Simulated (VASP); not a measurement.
SnSe2, 3 atoms in the cell. The typed cell holds 3 atoms: a = 3.811 Å, b = 3.811 Å, c = 6.137 Å, α = 90.00°, β = 90.00°, γ = 120.00°.  This cell differs from its parent crystal: atom 2 (Se) moved by (+0.150, +0.300) A along [1 1 0] and z.

- Program: VASP 6.6.1
- Task: single point
- Functional: PBEsol
- Potentials or basis: VASP PAW PBE potentials, release 64 (Sn_d, Se)
- Cutoff: 520 eV
- k mesh: 6 × 6 × 4
- Occupations: gaussian, width 0.05 eV
- Spin: no spin polarisation
- Dipole correction: no
- Further INCAR settings: ALGO = Normal; EDIFF = 1e-07; NBANDS = 20

Potentials or basis: VASP PAW PBE potentials, release 64 (Sn_d, Se).

Command:

```bash
$ cat potpaw_PBE.64/Sn_d/POTCAR potpaw_PBE.64/Se/POTCAR > POTCAR
$ mpirun -np 1 vasp_std > vasp.out
```

Hardware: 1 thread of Intel(R) Xeon(R) Platinum 8375C CPU @ 2.90GHz (Ice Lake), with other jobs on the host.

Q: Estimate the wall time of this run.

A: It took 80 s on 1 thread of Intel(R) Xeon(R) Platinum 8375C CPU @ 2.90GHz (Ice Lake) (shared host), peak memory 0.26 GiB. Counts: scf iterations 15, k points 76.
